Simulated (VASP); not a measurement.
# NaH in VASP: further runs

Runs on NaH. Level: PBE. Tasks: single point.

Program: VASP 6.6.1. These are calculated values, not measurements. Logs are shortened: lines on timing, memory, paths and dates and some standing lists are left out, and cuts for length are marked.

### 1 The cell of the first run

It takes space group I4/mmm (No. 139, tetragonal). The conventional cell has a = 3.391 Å, b = 3.391 Å, c = 4.699 Å, α = 90.00°, β = 90.00°, γ = 90.00°. Na (site symmetry 4/mmm) has 6 H at 2.35 to 2.40 Å within 3.1 Å. Within 3.1 Å of H (site symmetry 4/mmm) lie 6 Na at 2.35 to 2.40 Å.

### 2 Single point, PBE (uniaxial x strain -2.0%)

Input file INCAR:

```
ALGO     = Normal         # electronic algorithm
EDIFF    = 1E-6           # SCF threshold, eV
ENCUT    = 520            # plane-wave cutoff, eV
GGA      = PE             # functional
ISIF     = 2              # what is computed and relaxed
ISMEAR   = 0              # smearing method
LASPH    = T              # aspherical terms in the spheres
LCHARG   = F              # write CHGCAR
LREAL    = F              # projectors in reciprocal space
LWAVE    = F              # write WAVECAR
NBANDS   = 11             # bands
NELM     = 60             # most SCF steps
PREC     = Accurate       # precision mode
SIGMA    = 0.01           # smearing width, eV
```

Input file KPOINTS:

```
k-points
0
Gamma
  6 6 6
```

Input file POSCAR:

```
NaH
1.0
    0.0000000000      2.3975122828      2.3975122828
    2.3495620371      0.0000000000      2.3975122828
    2.3495620371      2.3975122828      0.0000000000
Na H
1 1
Direct
    0.0000000000      0.0000000000      0.0000000000
    0.5000000000      0.5000000000      0.5000000000
```

Potentials or basis: VASP PAW PBE potentials, release 64 (Na_pv, H).

Launch:

```console
> cat potpaw_PBE.64/Na_pv/POTCAR potpaw_PBE.64/H/POTCAR > POTCAR
> mpirun -np 1 vasp_std > vasp.out
```

OUTCAR:

```text
EDIFF = 1E-6
   ENCUT = 520
   GGA = PE
   ISIF = 2
   ISMEAR = 0
   LASPH = T
   LREAL = F
   NELM = 60
   PREC = Accurate

 ion  position               nearest neighbor table
   1  0.000  0.000  0.000-
   2  0.500  0.500  0.500-

  LATTYP: Found a body centered tetragonal cell.
 ALAT       =     3.3905943863
 C/A-ratio  =     1.3859292911

  Lattice vectors:

 A1 = (  -2.3495620371,   0.0000000000,  -2.3975122828)
 A2 = (  -2.3495620371,   0.0000000000,   2.3975122828)
 A3 = (   2.3495620371,   2.3975122828,   0.0000000000)

Analysis of symmetry for initial positions (statically):
=====================================================================
 Subroutine PRICEL returns:
 Original cell was already a primitive cell.

 Routine SETGRP: Setting up the symmetry group for a
 body centered tetragonal supercell.

 Subroutine GETGRP returns: Found 16 space group operations
 (whereof 16 operations were pure point group operations)
 out of a pool of 16 trial point group operations.

The static configuration has the point symmetry D_4h.

Analysis of symmetry for dynamics (positions and initial velocities):
=====================================================================
 Subroutine PRICEL returns:
 Original cell was already a primitive cell.

 Routine SETGRP: Setting up the symmetry group for a
 body centered tetragonal supercell.

 Subroutine GETGRP returns: Found 16 space group operations
 (whereof 16 operations were pure point group operations)
 out of a pool of 16 trial point group operations.

The dynamic configuration has the point symmetry D_4h.

 Subroutine INISYM returns: Found 16 space group operations
 (whereof 16 operations are pure point group operations),
 and found     1 'primitive' translations

----------------------------------------------------------------------------------------

                                     Primitive cell

  volume of cell :      27.0109

  direct lattice vectors                    reciprocal lattice vectors
     0.000000000  2.397512283  2.397512283    -0.212805617  0.208549505  0.208549505
     2.349562037  0.000000000  2.397512283     0.212805617 -0.208549505  0.208549505
     2.349562037  2.397512283  0.000000000     0.212805617  0.208549505 -0.208549505

  length of vectors
     3.390594386  3.356859680  3.356859680     0.363692209  0.363692209  0.363692209

  position of ions in fractional coordinates (direct lattice)
     0.000000000  0.000000000  0.000000000
     0.500000000  0.500000000  0.500000000

  ion indices of the primitive-cell ions
   primitive index   ion index
                 1           1
                 2           2

----------------------------------------------------------------------------------------

 KPOINTS: k-points

Automatic generation of k-mesh.
 Grid dimensions read from file:
 generate k-points for:    6    6    6

 Generating k-lattice:

  Cartesian coordinates                     Fractional coordinates (reciprocal lattice)
    -0.035467603  0.034758251  0.034758251     0.166666667  0.000000000  0.000000000
     0.035467603 -0.034758251  0.034758251     0.000000000  0.166666667  0.000000000
     0.035467603  0.034758251 -0.034758251     0.000000000  0.000000000  0.166666667

  Length of vectors
     0.060615368  0.060615368  0.060615368

  Shift w.r.t. Gamma in fractional coordinates (k-lattice)
     0.000000000  0.000000000  0.000000000

 Subroutine IBZKPT returns following result:
 ===========================================

 Found     30 irreducible k-points:

 Following reciprocal coordinates:
            Coordinates               Weight
  0.000000  0.000000  0.000000      1.000000
  0.166667  0.000000  0.000000      8.000000
  0.333333 -0.000000 -0.000000      8.000000
  0.500000 -0.000000 -0.000000      4.000000
  0.166667  0.166667  0.000000      4.000000
  0.333333  0.166667  0.000000     16.000000
[... 16 lines left out ...]
 -0.333333  0.500000  0.166667      4.000000
  0.333333 -0.333333  0.166667      8.000000
 [... further k-points ...]
   k-points           NKPTS =     30   k-points in BZ     NKDIM =     30   number of bands    NBANDS=     11
   number of dos      NEDOS =    301   number of ions     NIONS =      2
   total plane-waves  NPLWV =  21952
   dimension x,y,z NGX =    28 NGY =   28 NGZ =   28
   dimension x,y,z NGXF=    56 NGYF=   56 NGZF=   56
   ions per type =               1   1
   NGX,Y,Z   is equivalent  to a cutoff of  13.73, 13.87, 13.87 a.u.
   NGXF,Y,Z  is equivalent  to a cutoff of  27.46, 27.73, 27.73 a.u.
 SYSTEM =  unknown system
   PREC   = accura    normal or accurate (medium, high low for compatibility)
   ISTART =      0    job   : 0-new  1-cont  2-samecut
   ICHARG =      2    charge: 1-file 2-atom 10-const
   ISPIN  =      1    spin polarized calculation?
   LNONCOLLINEAR =      F non collinear calculations
   LSORBIT =      F    spin-orbit coupling
   LASPH  =      T    aspherical Exc in radial PAW
[... 36 lines left out ...]
  volume of cell :       27.01
 maximum number of plane-waves:       740
 NGX is ok and might be reduce to    28
   NGX = 13   NGY = 13   NGZ = 13

 number of electron       7.9999994 magnetization

 Free energy of the ion-electron system (eV)
  ---------------------------------------------------
  ext. energy  EPLUGINS =         0.00000000
  ---------------------------------------------------
  free energy    TOTEN  =        -5.08255432 eV

  energy without entropy =       -5.08255432  energy(sigma->0) =       -5.08255432

 E-fermi :  -0.8108     XC(G=0):  -7.9168

 val. band max:       -0.9838347709   @ k =  -0.1667   0.5000   0.3333
 cond. band min:       2.8631940624   @ k =   0.5000  -0.0000  -0.0000
 fundamental gap:      3.8470288333
 Fermi energy:        -0.8107884495

 k-point     1 :       0.0000    0.0000    0.0000
  band No.  band energies     occupation
      1     -23.0007      2.00000
      2     -23.0007      2.00000
      3     -22.9935      2.00000
      4      -4.7132      2.00000
      5       9.8292      0.00000
      6      14.9267      0.00000
      7      14.9267      0.00000
      8      15.0315      0.00000
      9      15.9163      0.00000
     10      15.9163      0.00000
     11      15.9473      0.00000

 k-point     2 :       0.1667    0.0000    0.0000
  band No.  band energies     occupation
      1     -23.0262      2.00000
      2     -23.0043      2.00000
      3     -22.9985      2.00000
      4      -4.2234      2.00000
      5       8.1793      0.00000
      6      11.6693      0.00000
      7      13.7726      0.00000
      8      13.9346      0.00000
      9      17.0360      0.00000
     10      17.1953      0.00000
     11      17.5091      0.00000

 k-point     3 :       0.3333   -0.0000   -0.0000
  band No.  band energies     occupation
      1     -23.0802      2.00000
      2     -23.0115      2.00000
      3     -23.0045      2.00000
      4      -2.9164      2.00000
      5       4.7566      0.00000
      6      10.4089      0.00000
      7      12.8460      0.00000
      8      13.1088      0.00000
      9      16.1774      0.00000
     10      16.5713      0.00000
     11      18.6683      0.00000

 k-point     4 :       0.5000   -0.0000   -0.0000
  band No.  band energies     occupation
      1     -23.1069      2.00000
      2     -23.0151      2.00000
      3     -23.0074      2.00000
      4      -1.8485      2.00000
      5       2.8632      0.00000
      6      10.1074      0.00000
      7      12.5315      0.00000
      8      12.8362      0.00000
      9      15.6929      0.00000
     10      16.0740      0.00000
     11      18.4983      0.00000
[... 239 lines left out ...]
 k-point    22 :       0.3333    0.5000    0.1667
  band No.  band energies     occupation
      1     -23.0782      2.00000
      2     -23.0398      2.00000
      3     -23.0173      2.00000
      4      -2.0013      2.00000
      5       4.9182      0.00000
      6       6.9243      0.00000
      7       9.9354      0.00000
      8      15.0905      0.00000
      9      15.1995      0.00000
     10      17.6152      0.00000
     11      21.2901      0.00000

 k-point    23 :      -0.3333    0.5000    0.1667
  band No.  band energies     occupation
      1     -23.0826      2.00000
      2     -23.0459      2.00000
      3     -23.0370      2.00000
      4      -1.0375      2.00000
      5       4.2925      0.00000
      6       6.4209      0.00000
      7       8.0650      0.00000
      8      14.3389      0.00000
      9      14.6082      0.00000
     10      20.1652      0.00000
     11      20.1830      0.00000

 k-point    24 :       0.3333   -0.3333    0.1667
  band No.  band energies     occupation
      1     -23.0799      2.00000
      2     -23.0529      2.00000
      3     -23.0233      2.00000
      4      -1.2495      2.00000
      5       4.2190      0.00000
      6       5.9973      0.00000
      7       9.0903      0.00000
      8      15.1823      0.00000
      9      16.3557      0.00000
     10      18.8162      0.00000
     11      20.6683      0.00000

 [... further k-points ...]

------------------------ aborting loop because EDIFF is reached ----------------------------------------

  FORCE on cell =-STRESS in cart. coord.  units (eV):
  Direction    XX          YY          ZZ          XY          YZ          ZX
  --------------------------------------------------------------------------------------
  -------------------------------------------------------------------------------------
  Total        0.2701754      0.1379037      0.1379037     -0.0000000      0.0000000      0.0000000
  in kB       16.0257274      8.1798984      8.1798984     -0.0000000      0.0000000      0.0000000
  external PRESSURE =      10.7951747 kB  Pullay stress =       0.0000000 kB

 VOLUME and BASIS-vectors are now :
 -----------------------------------------------------------------------------
  energy-cutoff  :      520.00
  volume of cell :       27.01
      direct lattice vectors                 reciprocal lattice vectors
     0.000000000  2.397512283  2.397512283    -0.212805617  0.208549505  0.208549505
     2.349562037  0.000000000  2.397512283     0.212805617 -0.208549505  0.208549505
     2.349562037  2.397512283  0.000000000     0.212805617  0.208549505 -0.208549505

 POSITION                                       TOTAL-FORCE (eV/Angst)
 -----------------------------------------------------------------------------------
      0.00000      0.00000      0.00000         0.000000     -0.000000      0.000000
      2.34956      2.39751      2.39751         0.000000      0.000000      0.000000
 -----------------------------------------------------------------------------------
    total drift:                               -0.000000     -0.000000     -0.000000

  FREE ENERGIE OF THE ION-ELECTRON SYSTEM (eV)
  ---------------------------------------------------
  free  energy   TOTEN  =        -5.0825543167 eV

  energy  without entropy=       -5.0825543167  energy(sigma->0) =       -5.08255432
```

It took 6.1 s on 1 thread of Intel Xeon Platinum 8488C (Sapphire Rapids), shared host; peak memory 0.14 GiB.

What came out:

| Item | Value |
| --- | --- |
| Free energy | -5.0826 eV |
| Pressure | 1.1 GPa |
| Band gap on the k mesh | 3.85 eV (least direct gap 4.71 eV) |

Caveat: the cell differs from its parent crystal (uniaxial x strain -2.0%). A k mesh can miss the band edges.

### 3 Single point, PBE (epitaxial 111 strain -1.0%)

Input file INCAR:

```
PREC     = Accurate       # precision mode
ENCUT    = 520            # plane-wave cutoff, eV
EDIFF    = 1E-7           # SCF threshold, eV
ISMEAR   = 0              # smearing method
SIGMA    = 0.01           # smearing width, eV
LREAL    = False          # projectors in reciprocal space
LASPH    = True           # aspherical terms in the spheres
NELM     = 60             # most SCF steps
ALGO     = Normal         # electronic algorithm
ISIF     = 2              # what is computed and relaxed
LWAVE    = False          # write WAVECAR
LCHARG   = False          # write CHGCAR
GGA      = PE             # functional
NBANDS   = 11             # bands
```

Input file KPOINTS:

```
regular mesh
0
Gamma
  6 6 6
```

Input file POSCAR:

```
NaH
1.0
    0.0206146143      2.3941517743      2.3941517743
    2.3941517743      0.0206146143      2.3941517743
    2.3941517743      2.3941517743      0.0206146143
Na H
1 1
Direct
    0.0000000000      0.0000000000      0.0000000000
    0.5000000000      0.5000000000      0.5000000000
```

Potentials or basis: VASP PAW PBE potentials, release 64 (Na_pv, H).

Launch:

```console
> cat potpaw_PBE.64/Na_pv/POTCAR potpaw_PBE.64/H/POTCAR > POTCAR
> mpirun -np 1 vasp_std > vasp.out
```

Wall time 6.8 s (1 thread of Intel Xeon Platinum 8488C (Sapphire Rapids), shared host); peak memory 0.15 GiB.

Results (log left out):

- Free energy: -5.0835 eV
- Pressure: 1.0 GPa
- Band gap on the k mesh: 3.80 eV (least direct gap 4.68 eV)

Stress tensor (GPa, compression positive):
```
 0.98 -0.20 -0.20
-0.20  0.98 -0.20
-0.20 -0.20  0.98
```

Levels at points of the mesh, in eV from the valence-band top:
```
           k point  band 2  band 3  band 4  band 5  band 6  band 7
(0.00, 0.00, 0.00)  -21.99  -21.98   -3.68   10.83   15.75   16.06
(0.50, 0.00, 0.00)  -22.00  -22.00   -0.81    3.90   11.08   13.56
(0.50, 0.50, 0.00)  -22.02  -22.02   -0.14    4.77   10.23   10.87
(0.50, 0.50, 0.50)  -22.00  -22.00   -0.88    3.80   11.21   13.81
```

Caveat: the cell differs from its parent crystal (epitaxial 111 strain -1.0%). A k mesh can miss the band edges.

### 4 Single point, PBE (strain along [111] +2.0%)

Input file INCAR:

```
SYSTEM = NaH
PREC = Accurate ; ENCUT = 520
EDIFF = 1E-7 ; ISMEAR = 0
SIGMA = 0.01 ; LREAL = .FALSE.
LASPH = .TRUE. ; NELM = 80
ALGO = Normal ; ISIF = 2
LWAVE = .FALSE. ; LCHARG = .FALSE.
GGA = PE ; NBANDS = 11
```

Input file KPOINTS:

```
regular mesh
0
G
  6 6 6
  0 0 0
```

Input file POSCAR:

```
NaH
1.0
    0.0319668304      2.4294791132      2.4294791132
    2.4294791132      0.0319668304      2.4294791132
    2.4294791132      2.4294791132      0.0319668304
Na H
1 1
Direct
    0.0000000000      0.0000000000      0.0000000000
    0.5000000000      0.5000000000      0.5000000000
```

Launch:

```console
> cat potpaw_PBE.64/Na_pv/POTCAR potpaw_PBE.64/H/POTCAR > POTCAR
> mpirun -np 1 vasp_std > vasp.out
```

It took 7 s on 1 thread of Intel Xeon Platinum 8488C (Sapphire Rapids), shared host; peak memory 0.14 GiB.

It converged, with:

* Free energy: -5.0865 eV
* Pressure: 0.0 GPa
* Band gap on the k mesh: 3.69 eV (least direct gap 4.59 eV)

Stress tensor (GPa, compression positive):
```
 0.04 -0.31 -0.31
-0.31  0.04 -0.31
-0.31 -0.31  0.04
```

Levels at points of the mesh, in eV from the valence-band top:
| k point | band 2 | band 3 | band 4 | band 5 | band 6 | band 7 |
| --- | --- | --- | --- | --- | --- | --- |
| (0.00, 0.00, 0.00) | -22.05 | -22.05 | -3.58 | 10.49 | 15.38 | 15.83 |
| (0.50, 0.00, 0.00) | -22.07 | -22.06 | -0.78 | 3.85 | 10.80 | 13.27 |
| (0.50, 0.50, 0.00) | -22.08 | -22.08 | -0.13 | 4.69 | 10.08 | 10.58 |
| (0.50, 0.50, 0.50) | -22.06 | -22.06 | -0.90 | 3.69 | 10.99 | 13.64 |

Caveat: the cell differs from its parent crystal (strain along [111] +2.0%). A k mesh can miss the band edges.

### 5 Single point, PBE (strain -2.5%)

Input file INCAR:

```
ALGO     = Normal         # electronic algorithm
EDIFF    = 1E-6           # SCF threshold, eV
ENCUT    = 520            # plane-wave cutoff, eV
GGA      = PE             # functional
ISIF     = 2              # what is computed and relaxed
ISMEAR   = -1             # smearing method
LASPH    = T              # aspherical terms in the spheres
LCHARG   = F              # write CHGCAR
LREAL    = F              # projectors in reciprocal space
LWAVE    = F              # write WAVECAR
NBANDS   = 11             # bands
NELM     = 80             # most SCF steps
PREC     = Accurate       # precision mode
SIGMA    = 0.02           # smearing width, eV
```

Input file KPOINTS:

```
k-points
0
Gamma
  10 10 10
```

Input file POSCAR:

```
NaH
1.0
    0.0000000000      2.3375744757      2.3375744757
    2.3375744757      0.0000000000      2.3375744757
    2.3375744757      2.3375744757      0.0000000000
Na H
1 1
Direct
    0.0000000000      0.0000000000      0.0000000000
    0.5000000000      0.5000000000      0.5000000000
```

Launch:

```console
> cat potpaw_PBE.64/Na_pv/POTCAR potpaw_PBE.64/H/POTCAR > POTCAR
> mpirun -np 1 vasp_std > vasp.out
```

Run time: 9.1 s. Hardware: 1 thread of Intel Xeon Platinum 8488C (Sapphire Rapids), shared host; peak memory 0.15 GiB.

It converged, with:

- Free energy: -5.0657 eV
- Pressure: 2.7 GPa
- Band gap on the k mesh: 3.95 eV (least direct gap 4.83 eV)

Levels at points of the mesh, in eV from the valence-band top:
| k point | band 1 | band 2 | band 3 | band 4 | band 5 | band 6 | band 7 | band 8 |
| --- | --- | --- | --- | --- | --- | --- | --- | --- |
| (0.00, 0.00, 0.00) | -21.92 | -21.92 | -21.92 | -3.88 | 11.34 | 16.38 | 16.38 | 16.38 |
| (0.50, 0.00, 0.00) | -22.05 | -21.93 | -21.93 | -0.88 | 3.95 | 11.51 | 14.03 | 14.03 |
| (0.50, 0.50, 0.00) | -22.03 | -21.96 | -21.96 | -0.18 | 4.86 | 10.43 | 11.33 | 11.33 |

Caveat: the cell differs from its parent crystal (strain -2.5%).

### 6 Single point, PBE (shear xy strain +4.0%)

Input file INCAR:

```
SYSTEM = NaH
PREC = Accurate
ENCUT = 520
EDIFF = 1E-6
ISMEAR = 0
SIGMA = 0.01
LREAL = .FALSE.
LASPH = .TRUE.
NELM = 80
ALGO = Normal
ISIF = 2
LWAVE = .FALSE.
LCHARG = .FALSE.
GGA = PE
NBANDS = 11
```

Input file KPOINTS:

```
Automatic mesh
0
G
  6 6 6
  0 0 0
```

Input file POSCAR:

```
NaH
1.0
    0.0479502457      2.3975122828      2.3975122828
    2.3975122828      0.0479502457      2.3975122828
    2.4454625284      2.4454625284     -0.0000000001
Na H
1 1
Direct
    0.0000000000      0.0000000000      0.0000000000
    0.5000000000      0.5000000000      0.5000000000
```

Potentials or basis: VASP PAW PBE potentials, release 64 (Na_pv, H).

Launch:

```console
> cat potpaw_PBE.64/Na_pv/POTCAR potpaw_PBE.64/H/POTCAR > POTCAR
> mpirun -np 1 vasp_std > vasp.out
```

It took 9.2 s on 1 thread of Intel Xeon Platinum 8488C (Sapphire Rapids), shared host; peak memory 0.15 GiB.

The run converged. Its results:

```yaml
Free_energy: -5.0832 eV
Pressure: 0.5 GPa
Band_gap_on_the_k_mesh: 3.72 eV (least direct gap 4.63 eV)
```

Stress tensor (GPa, compression positive):
```
 0.56 -0.92  0.00
-0.92  0.56  0.00
 0.00  0.00  0.50
```

Levels at points of the mesh, in eV from the valence-band top:
```tsv
k point	band 1	band 2	band 3	band 4	band 5	band 6	band 7	band 8	band 9
(0.00, 0.00, 0.00)	-22.03	-22.02	-22.02	-3.64	10.65	15.35	15.85	16.27	16.31
(0.50, 0.00, 0.00)	-22.13	-22.04	-22.03	-0.74	3.96	10.84	13.21	13.57	16.29
(0.50, 0.50, 0.00)	-22.11	-22.06	-22.06	-0.14	4.72	10.10	10.37	11.38	12.14
(0.00, 0.00, 0.50)	-22.12	-22.04	-22.03	-0.91	3.72	11.13	13.57	13.97	16.74
(0.50, 0.00, 0.50)	-22.12	-22.06	-22.06	-0.13	4.73	10.16	10.87	10.87	12.05
```

Caveat: the cell differs from its parent crystal (shear xy strain +4.0%). A k mesh can miss the band edges.

### 7 Overview

| cell | k mesh | smearing | gap on the mesh (eV) | pressure (GPa) |
| --- | --- | --- | --- | --- |
| a = 3.391, b = 3.357, c = 3.357 Å, angles 60.7, 59.7, 59.7°, 2 atoms | 6 × 6 × 6 | gaussian 0.01 eV | 3.85 | 1.1 |
| a = 3.386 Å, angles 59.4°, 2 atoms | 6 × 6 × 6 | gaussian 0.01 eV | 3.80 | 1.0 |
| a = 3.436 Å, angles 59.1°, 2 atoms | 6 × 6 × 6 | gaussian 0.01 eV | 3.69 | 0.0 |
| a = 3.306 Å, angles 60.0°, 2 atoms | 10 × 10 × 10 | fermi-dirac 0.02 eV | 3.95 | 2.7 |
| a = 3.391, b = 3.391, c = 3.458 Å, angles 59.3, 59.3, 58.7°, 2 atoms | 6 × 6 × 6 | gaussian 0.01 eV | 3.72 | 0.5 |

Alike in all rows: task single point; level PBE; potentials or basis VASP PAW PBE potentials, release 64 (Na_pv, H); no spin polarisation; cutoff (eV) 520.

Total energies depend on the potentials used, so only differences within one code and one set of settings carry meaning.
